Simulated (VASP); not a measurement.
Write the native input for VASP 6.6.1 that does the following.

```yaml
Task: electric field gradients
Functional: LDA
Potentials_or_basis: VASP PAW LDA potentials, release 64 (Ge_d)
Cutoff: 520 eV
k_mesh: 11 × 11 × 11
Occupations: fermi-dirac, width 0.05 eV
Spin: no spin polarisation
Dipole_correction: no
Further_INCAR_settings: ALGO = Normal; EDIFF = 1e-08; NBANDS = 21
```

The structure of Ge lies in POSCAR:

```
Ge
1.0
    0.0000000000      2.8374271074      2.8374271074
    2.8374271074      0.0000000000      2.8374271074
    2.8374271074      2.8374271074      0.0000000000
Ge
2
Direct
    0.0000000000      0.0000000000      0.0000000000
    0.2500000000      0.2500000000      0.2500000000
```

The input as run:

INCAR

```
ALGO     = Normal         # electronic algorithm
EDIFF    = 1E-8           # SCF threshold, eV
ENCUT    = 520            # plane-wave cutoff, eV
GGA      = CA             # functional
ISIF     = 2              # what is computed and relaxed
ISMEAR   = -1             # smearing method
LASPH    = T              # aspherical terms in the spheres
LCHARG   = F              # write CHGCAR
LEFG     = T            
LREAL    = F              # projectors in reciprocal space
LWAVE    = F              # write WAVECAR
NBANDS   = 21             # bands
NELM     = 100            # most SCF steps
PREC     = Accurate       # precision mode
SIGMA    = 0.05           # smearing width, eV
```

KPOINTS

```
k-points
0
Gamma
  11 11 11
```

Potentials or basis: VASP PAW LDA potentials, release 64 (Ge_d).

Run with:

```sh
$ cat potpaw_LDA.64/Ge_d/POTCAR > POTCAR
$ mpirun -np 1 vasp_std > vasp.out
```

Results of the run:

```json
{
  "Pressure": "-1.8 GPa",
  "Band gap on the k mesh": "zero (filled and empty bands touch)"
}
```

Caveat: without QUAD_EFG the Cq values of the log hold for a quadrupole moment of 1 mb, not for the nuclei.

Run time: 32 s on 1 thread of Intel(R) Xeon(R) Platinum 8488C (Sapphire Rapids), with other jobs on the host, peak memory 0.17 GiB.
